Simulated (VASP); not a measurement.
# Cd: single point with r2SCAN

Cd:

```xyz
2
Lattice="2.9025 0.0000 0.0000 -1.4513 2.5137 0.0000 0.0000 0.0000 5.9240" Properties=species:S:1:pos:R:3 pbc="T T T"
Cd    0.0000    1.6758    1.4810
Cd    1.4513    0.8379    4.4430
```

This cell differs from its parent crystal: biaxial strain in the a-b plane: -2.0 %, then relaxed in part.

```yaml
Program: VASP 6.6.1
Task: single point
Functional: r2SCAN
Potentials_or_basis: VASP PAW PBE potentials, release 64 (Cd)
Cutoff: 520 eV
k_mesh: 24 × 24 × 10
Occupations: gaussian, width 0.1 eV
Spin: no spin polarisation
Dipole_correction: no
Further_INCAR_settings: ALGO = Normal; EDIFF = 1e-06; NBANDS = 19
```

```yaml
Pressure: 2.8 GPa
Band_gap_on_the_k_mesh: zero (bands 12 and 13 overlap by 5.05 eV)
```

Stress tensor (GPa, compression positive):
```
4.08 0.00 0.00
0.00 4.08 0.00
0.00 0.00 0.21
```

Levels at points of the mesh, in eV from the Fermi level:
| k point | band 8 | band 9 | band 10 | band 11 | band 12 | band 13 | band 14 | band 15 | band 16 | band 17 |
| --- | --- | --- | --- | --- | --- | --- | --- | --- | --- | --- |
| (0.00, 0.00, 0.00) | -9.07 | -9.07 | -8.91 | -8.91 | -4.03 | -3.29 | 8.93 | 13.63 | 15.85 | 16.94 |
| (0.50, 0.00, 0.00) | -8.95 | -8.51 | -8.50 | -2.19 | -1.51 | 1.77 | 3.16 | 3.32 | 5.46 | 9.87 |
| (0.00, 0.00, 0.50) | -8.99 | -8.99 | -8.99 | -7.72 | -7.72 | 2.67 | 2.67 | 16.16 | 16.16 | 17.99 |
| (0.50, 0.00, 0.50) | -8.96 | -8.50 | -8.50 | -1.51 | -1.51 | 0.53 | 0.53 | 7.79 | 7.79 | 11.33 |

It took 9 min on 1 thread of AMD EPYC 9R45 96-Core Processor (Zen 5), on a shared host, peak memory 0.33 GiB.

Caveat: the cell differs from its parent crystal (biaxial strain in the a-b plane: -2.0 %, then relaxed in part); the PAW data sets were made with another functional, which shifts forces and pressure a little.
